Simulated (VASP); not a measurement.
The system is SnSe.

```
Sn Se
1.0
     0.00000    3.39084    3.39084
     3.39084    0.00000    3.39084
     3.39084    3.39084    0.00000
Sn Se
1 1
Cartesian
  0.0000 0.0000 0.0000
  5.0863 5.0863 5.0863
```

Base run:

| Quantity | Value |
| --- | --- |
| Program | VASP 6.6.1 |
| Functional | PBE-based screened hybrid with 25 % exact exchange |
| Potentials or basis | VASP PAW PBE potentials, release 64 (Sn_d, Se) |
| Cutoff | 520 eV |
| k mesh | 4 × 4 × 4 |
| Occupations | fermi-dirac, width 0.05 eV |
| Spin | no spin polarisation |

Its results: band gap on the k mesh 0.29 eV (least direct gap 0.96 eV); pressure -0.7 GPa.

The run is repeated on the same cell with these changes: functional from PBE-based screened hybrid with 25 % exact exchange to HF; share of exact exchange from 0.25 to 1. What comes out?

Band gap on the k mesh 4.58 eV (least direct gap 5.47 eV); pressure 2.5 GPa.

Caveats: the PAW data sets were made with another functional, which shifts forces and pressure a little; spin-orbit coupling is left out, which moves the levels of the heavy elements.

A k mesh can miss the band edges.
